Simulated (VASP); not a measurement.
**Os: relaxation of cell and atoms with BLYP+D3(BJ)**

Os:

```xyz
2
Lattice="2.7341 0.0000 0.0000 -1.3671 2.3678 0.0000 0.0000 0.0000 4.3197" Properties=species:S:1:pos:R:3 pbc="T T T"
Os    1.3671    0.7893    3.2398
Os    0.0000    1.5785    1.0799
```

| Quantity | Value |
| --- | --- |
| Program | VASP 6.6.1 |
| Task | relaxation of cell and atoms |
| Functional | BLYP |
| Dispersion | D3(BJ) |
| Potentials or basis | VASP PAW PBE potentials, release 64 (Os) |
| Cutoff | 600 eV |
| k mesh | 11 × 11 × 6 |
| Occupations | fermi-dirac, width 0.05 eV |
| Spin | no spin polarisation |
| Dipole correction | no |
| Further INCAR settings | ALGO = Normal; EDIFF = 1e-06; IBRION = 2; EDIFFG = -0.01; NSW = 80; ISIF = 3 |

```json
{
 "Relaxed volume": "14.34 Å³/atom",
 "Relaxed cell": "a = 2.758 Å, b = 2.758 Å, c = 4.356 Å, α = 90.00°, β = 90.00°, γ = 120.00°",
 "Space group after relaxing (to 0.05 Å)": "P6_3/mmc (No. 194)",
 "Energy gained by relaxing": "12.0 meV/atom",
 "Ionic steps": "9",
 "Pressure after relaxing": "0.0 GPa",
 "Band gap on the k mesh": "zero (band 8 reaches 11.68 eV, above the bottom of band 9 at 7.94 eV)",
 "Dispersion energy per atom": "-1.534 eV"
}
```

Step by step:
```tsv
step	energy change (eV)	largest force (eV/Å)	pressure (GPa)	volume (Å³)
1	0.0000	0.0000	10.89	27.96
2	0.3575	0.0000	-33.12	31.99
3	-0.0239	0.0000	-0.55	28.73
4	-0.0240	0.0000	0.00	28.69
5	-0.0239	0.0000	0.20	28.68
6	-0.0240	0.0000	0.17	28.68
7	-0.0240	0.0000	0.20	28.68
8	-0.0239	0.0000	-0.57	28.73
9	-0.0240	0.0000	0.01	28.69
```

Final structure:
```yaml
crystal:
  lattice:
    - [2.75788, 0.00000, 0.00000]
    - [-1.37894, 2.38839, 0.00000]
    - [0.00000, 0.00000, 4.35557]
  atoms:
    - { symbol: Os, position: [0.66667, 0.33333, 0.75000] }
    - { symbol: Os, position: [0.33333, 0.66667, 0.25000] }
```

Levels at points of the mesh, in eV from the Fermi level:
```tsv
k point	band 6	band 7	band 8	band 9	band 10	band 11
(0.00, 0.00, 0.00)	-2.11	-2.11	-1.49	-1.49	0.40	1.66
(0.00, 0.00, 0.50)	-3.10	-3.10	-3.10	0.88	0.88	0.88
```

Run time: 2.3 min on 1 thread of AMD EPYC 7R13 Processor (Zen 3), with other jobs on the host, peak memory 0.16 GiB.

Caveat: the PAW data sets were made with another functional, which shifts forces and pressure a little; spin-orbit coupling is left out, which moves the levels of the heavy elements; pairwise dispersion overbinds metals, which lowers pressure and volume. Zero-point motion and thermal expansion aren't in these numbers.
